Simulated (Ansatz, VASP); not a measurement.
# Two plane-wave programs on Ti2NbC3

```
Ti Nb C
1.0
     4.79299    0.00000    0.00000
    -2.39650    4.15085    0.00000
     0.00000    0.00000    3.24131
Ti Nb C
2 1 3
Direct
  0.33333 0.66667 0.00000
  0.66667 0.33333 0.00000
  0.00000 0.00000 0.50000
  0.50000 0.00000 0.50000
  0.00000 0.50000 0.50000
  0.50000 0.50000 0.50000
```

Alike in both runs: functional PBE; k mesh 6 × 6 × 4; occupations gaussian, width 0.1 eV; no spin polarisation.

Ansatz relaxed the structure, and its values are those at the end. VASP's run is a single point on that final structure, the one shown.

```csv
,VASP,Ansatz
version,VASP 6.6.1,Ansatz 0.2.0
potentials or method,"VASP PAW PBE potentials, release 64 (Ti_sv, Nb_sv, C), cutoff 520 eV","scalar-relativistic, plane waves, PAW"
valence electrons in the cell,49,49
```

```tsv
	VASP	Ansatz	Ansatz less VASP
gap on the k mesh at the Fermi level (eV)	none	none	-
pressure (GPa)	0.0	0.0	-0.02
```

A gap of «none» marks a metal or a gap that the smearing closes.

The k mesh is coarse, so the values compare programs but aren't converged.
